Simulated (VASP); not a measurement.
Write the native input for VASP 6.6.1 that does the following.

```yaml
Task: single point
Functional: PBEsol
Potentials_or_basis: VASP PAW PBE potentials, release 64 (Pb_d, S)
Cutoff: 520 eV
k_mesh: 6 × 6 × 2
Occupations: gaussian, width 0.02 eV
Spin: no spin polarisation
Dipole_correction: no
Further_INCAR_settings: ALGO = Normal; EDIFF = 1e-07; NBANDS = 28
```

The structure of PbS lies in POSCAR:

```
PbS
1.0
    2.8878208532     -2.9749182413      0.0009545036
    2.8878208532      2.9749182413      0.0009545036
   -2.0243904012      0.0000000000     21.4263238509
Pb S
2 2
Direct
    0.7427286714      0.7182539093      0.9321954398
    0.2817460907      0.2572713286      0.0678045602
    0.2445411462      0.2284159083      0.9403457039
    0.7715840917      0.7554588538      0.0596542961
```

This cell differs from its parent crystal: strained and its atoms moved.

These files were run (other wordings do the same):

INCAR

```
PREC = Accurate
ENCUT = 520
EDIFF = 1E-7
ISMEAR = 0
SIGMA = 0.02
LREAL = False
LASPH = True
NELM = 100
ALGO = Normal
ISIF = 2
LWAVE = False
LCHARG = False
GGA = PS
NBANDS = 28
```

KPOINTS

```
regular mesh
0
Gamma
  6 6 2
```

Potentials or basis: VASP PAW PBE potentials, release 64 (Pb_d, S).

The run is started by

```bash
$ cat potpaw_PBE.64/Pb_d/POTCAR potpaw_PBE.64/S/POTCAR > POTCAR
$ mpirun -np 1 vasp_std > vasp.out
```

It gave:

```
Largest force          : 0.311 eV/Å
Band gap on the k mesh : 1.85 eV, indirect (least direct gap 1.93 eV)
```

Caveat: the cell differs from its parent crystal (strained and its atoms moved); the PAW data sets were made with another functional, which shifts forces and pressure a little; spin-orbit coupling is left out, which moves the levels of the heavy elements.

Run time: 6.9 min on 1 thread of Intel(R) Xeon(R) Platinum 8259CL CPU @ 2.50GHz (Skylake/Cascade Lake), with other jobs on the host, peak memory 0.55 GiB.
